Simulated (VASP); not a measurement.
Set up this calculation in VASP 6.6.1, as the native input.

| Quantity | Value |
| --- | --- |
| Task | single point |
| Functional | PBE |
| Potentials or basis | VASP PAW PBE potentials, release 64 (Hf_pv, O) |
| Cutoff | 520 eV |
| k mesh | 4 × 4 × 4 |
| Occupations | fermi-dirac, width 0.05 eV |
| Spin | no spin polarisation |
| Dipole correction | no |
| Further INCAR settings | ALGO = Normal; EDIFF = 1e-06; NBANDS = 56 |

The structure of HfO2 lies in POSCAR:

```
HfO2
1.0
    5.1180000000      0.0000000000      0.0000000000
    0.0000000000      5.1857000000      0.0000000000
   -0.8586630598      0.0000000000      5.2138671406
Hf O
4 8
Direct
    0.2755000000      0.4603000000      0.7080000000
    0.7245000000      0.9603000000      0.7920000000
    0.7245000000      0.5397000000      0.2920000000
    0.2755000000      0.0397000000      0.2080000000
    0.0742000000      0.1684000000      0.8467000000
    0.9258000000      0.6684000000      0.6533000000
    0.9258000000      0.8316000000      0.1533000000
    0.0742000000      0.3316000000      0.3467000000
    0.4487000000      0.7419000000      0.9801000000
    0.5513000000      0.2419000000      0.5199000000
    0.5513000000      0.2581000000      0.0199000000
    0.4487000000      0.7581000000      0.4801000000
```

These files were run (other wordings do the same):

INCAR

```
SYSTEM = HfO2
PREC = Accurate
ENCUT = 520
EDIFF = 1E-6
ISMEAR = -1
SIGMA = 0.05
LREAL = .FALSE.
LASPH = .TRUE.
NELM = 80
ALGO = Normal
ISIF = 2
LWAVE = .FALSE.
LCHARG = .FALSE.
GGA = PE
NBANDS = 56
```

KPOINTS

```
Automatic mesh
0
G
  4 4 4
  0 0 0
```

Potentials or basis: VASP PAW PBE potentials, release 64 (Hf_pv, O).

Run with:

```sh
$ cat potpaw_PBE.64/Hf_pv/POTCAR potpaw_PBE.64/O/POTCAR > POTCAR
$ mpirun -np 1 vasp_std > vasp.out
```

Results of the run:

| Quantity | Value |
| --- | --- |
| Pressure | 2.7 GPa |
| Largest force | 0.458 eV/Å |
| Band gap on the k mesh | 4.11 eV, indirect (least direct gap 4.20 eV) |

Caveat: spin-orbit coupling is left out, which moves the levels of the heavy elements.

Run time: 3 min on 1 thread of Intel(R) Xeon(R) Platinum 8559C (Emerald Rapids) (shared host), peak memory 0.34 GiB.
